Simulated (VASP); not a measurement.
Set up this calculation in VASP 6.6.1, as the native input.

```
Task                   : single point
Functional             : PBE
Dispersion             : D3(BJ)
Potentials or basis    : VASP PAW PBE potentials, release 64 (Sc_sv, Li_sv)
Cutoff                 : 520 eV
k mesh                 : 3 × 2 × 3
Occupations            : gaussian, width 0.1 eV
Spin                   : no spin polarisation
Dipole correction      : no
Further INCAR settings : ALGO = Normal; EDIFF = 1e-07; NBANDS = 80
```

The structure of LiSc12 (a cell with a defect) lies in POSCAR:

```
LiSc12
1.0
    6.6200000000      0.0000000000      0.0000000000
   -4.9650000000      8.5996320000      0.0000000000
    0.0000000000      0.0000000000      5.2761400000
Sc Li
12 1
Direct
   -0.0062008933     -0.0141748832      0.0280815506
    0.1552170231      0.2152905038      0.5207511004
    0.0123242989      0.3460004489      0.0190651738
    0.1695856665      0.5555926515      0.5144280122
   -0.0606689062      0.6345021376      0.0005976542
    0.1697486582      0.8928865598      0.5276981847
    0.5517617395      0.0540177395      0.0112318892
    0.6767702489      0.2336434533      0.5139806088
    0.4877491353      0.3272505399      0.0121218719
    0.6581568717      0.5491151312      0.5024286479
    0.5118738826      0.6380163507      0.0016522756
    0.6710040441      0.8883499850      0.5252382080
    0.3374829308      0.7890697821      0.0671890226
```

These files were run (other wordings do the same):

INCAR

```
SYSTEM = LiSc12
  PREC = Accurate
  ENCUT = 520
  EDIFF = 1E-7
  ISMEAR = 0
  SIGMA = 0.1
  LREAL = .FALSE.
  LASPH = .TRUE.
  NELM = 60
  ALGO = Normal
  ISIF = 2
  LWAVE = .FALSE.
  LCHARG = .FALSE.
  GGA = PE
  IVDW = 12
  NBANDS = 80
```

KPOINTS

```
regular mesh
0
G
  3 2 3
  0 0 0
```

Potentials or basis: VASP PAW PBE potentials, release 64 (Sc_sv, Li_sv).

The run is started by

```console
$ cat potpaw_PBE.64/Sc_sv/POTCAR potpaw_PBE.64/Li_sv/POTCAR > POTCAR
$ mpirun -np 1 vasp_std > vasp.out
```

It gave:

```json
{
 "Largest force": "0.013 eV/Å",
 "Band gap on the k mesh": "zero (an odd number of electrons rules out a gap without spin polarisation)",
 "Dispersion energy per atom": "-0.389 eV"
}
```

Caveat: the k points lie up to 0.40 Å⁻¹ apart, too coarse for converged energies and pressures of a metal.

Run time: 8.2 min on 1 thread of Intel Xeon 8259CL, on a shared host, peak memory 0.43 GiB.
